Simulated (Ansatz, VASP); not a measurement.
## SiC: VASP beside Ansatz

Contents of INCAR:

```
ALGO = Normal
EDIFF = 1E-6
ENCUT = 600
GGA = CA
GGA_COMPAT = False
ISIF = 2
ISMEAR = 0
LASPH = True
LCHARG = True
LELF = True
LREAL = False
LVHAR = True
LWAVE = False
NBANDS = 11
NELM = 120
PREC = Accurate
SIGMA = 0.01
```

The input KPOINTS:

```
k-points
0
Gamma
  10 10 10
```

File POSCAR:

```
SiC
1.0
   -0.0140111260      2.1721676711      2.1861787971
    2.1721676711     -0.0140111260      2.1861787971
    2.1581565452      2.1581565452      0.0000000000
Si C
1 1
Direct
   -0.0006011847     -0.0006011847      0.0006011847
    0.2506011847      0.2506011847      0.2493988153
```

Input for Ansatz:

```yaml
crystal:
  lattice:
    - [-0.014011126, 2.1721676711, 2.1861787971]
    - [2.1721676711, -0.014011126, 2.1861787971]
    - [2.1581565452, 2.1581565452, 0.0]
  atoms:
    - { symbol: Si, position: [-0.0006011847, -0.0006011847, 0.0006011847] }
    - { symbol: C, position: [0.2506011847, 0.2506011847, 0.2493988153] }
basis:
  ecutwfc: 420
kpoints:
  mp_grid: { grid: [10, 10, 10] }
  band_path:
    path:
      - [0.0, 0.0, 0.0]
      - [0.0, 0.0, 0.0]
      - [0.0, 0.0, 0.0]
      - [0.0, 0.0, 0.0]
      - [0.0, 0.0, 0.0]
      - [0.0, 0.0, 0.0]
      - [0.0, 0.0, 0.0]
      - [0.0, 0.0, 0.0]
      - [0.0, 0.0, 0.0]
      - [0.0, 0.0, 0.0]
      - [0.0, 0.0, 0.0]
      - [0.0, 0.0, 0.0]
      - [0.0, 0.0, 0.0]
      - [0.0, 0.0, 0.0]
      - [0.0, 0.0, 0.0]
      - [0.0, 0.0, 0.0]
      - [0.0, 0.0, 0.0]
      - [0.0, 0.0, 0.0]
      - [0.0, 0.0, 0.0]
      - [0.0, 0.0, 0.0]
      - [0.0, 0.0, 0.0]
      - [0.0, 0.0, 0.0]
      - [0.0, 0.0, 0.0]
      - [0.0, 0.0, 0.0]
      - [0.0, 0.0, 0.0]
      - [0.0, 0.0, 0.0]
      - [0.3, 0.3, 0.0]
      - [0.3166666667, 0.3166666667, 0.0]
      - [0.3333333333, 0.3333333333, 0.0]
      - [0.35, 0.35, 0.0]
      - [0.3666666667, 0.3666666667, 0.0]
      - [0.3833333333, 0.3833333333, 0.0]
      - [0.4, 0.4, 0.0]
      - [0.4166666667, 0.4166666667, 0.0]
      - [0.4333333333, 0.4333333333, 0.0]
      - [0.45, 0.45, 0.0]
      - [0.4666666667, 0.4666666667, 0.0]
      - [0.4833333333, 0.4833333333, 0.0]
      - [0.5, 0.5, 0.0]
      - [0.0, 0.3, 0.3]
      - [0.0, 0.3166666667, 0.3166666667]
      - [0.0, 0.3333333333, 0.3333333333]
      - [0.0, 0.35, 0.35]
      - [0.0, 0.3666666667, 0.3666666667]
      - [0.0, 0.3833333333, 0.3833333333]
      - [0.0, 0.4, 0.4]
      - [0.0, 0.4166666667, 0.4166666667]
      - [0.0, 0.4333333333, 0.4333333333]
      - [0.0, 0.45, 0.45]
      - [0.0, 0.4666666667, 0.4666666667]
      - [0.0, 0.4833333333, 0.4833333333]
      - [0.0, 0.5, 0.5]
      - [0.5, 0.5, 0.5]
      - [0.5, 0.5, 0.5]
      - [0.5, 0.5, 0.5]
      - [0.5, 0.5, 0.5]
      - [0.5, 0.5, 0.5]
      - [0.5, 0.5, 0.5]
      - [0.5, 0.5, 0.5]
      - [0.5, 0.5, 0.5]
      - [0.5, 0.5, 0.5]
      - [0.5, 0.5, 0.5]
      - [0.5, 0.5, 0.5]
      - [0.5, 0.5, 0.5]
      - [0.5, 0.5, 0.5]
      - [0.0, 0.0, 0.5]
      - [0.0, 0.0, 0.5]
      - [0.0, 0.0, 0.5]
      - [0.0, 0.0, 0.5]
      - [0.0, 0.0, 0.5]
      - [0.0, 0.0, 0.5]
      - [0.0, 0.0, 0.5]
      - [0.0, 0.0, 0.5]
      - [0.0, 0.0, 0.5]
      - [0.0, 0.0, 0.5]
      - [0.0, 0.0, 0.5]
      - [0.0, 0.0, 0.5]
      - [0.0, 0.0, 0.5]
    npoints: 1
hamiltonian:
  xc: lda
  pseudopotentials: { kind: paw, azcp: { folder: soft_1 } }
scf:
  occupations: { method: fixed }
  n_extra_bands: 5
output:
  eigenvalues: true
```

Alike in both runs: task single point; functional LDA; k mesh 10 × 10 × 10; no spin polarisation.

|  | VASP | Ansatz |
| --- | --- | --- |
| version | VASP 6.6.1 | Ansatz 0.2.0 |
| potentials or method | VASP PAW LDA potentials, release 64 (Si, C), cutoff 600 eV | scalar-relativistic, plane waves, PAW |
| occupations | gaussian, width 0.01 eV | fixed |
| valence electrons in the cell | 8 | 8 |

VASP gave:

- gap on the k mesh at the Fermi level (eV): 1.20
- least direct gap on the mesh (eV): 4.37

What did Ansatz give for the same quantities?

gap on the k mesh at the Fermi level (eV): 1.22; least direct gap on the mesh (eV): 4.39.

Ansatz warns that its potentials were made for another functional, while VASP's fit it. LDA's correlation is that of Perdew and Zunger in VASP and of Perdew and Wang (1992) in Ansatz.
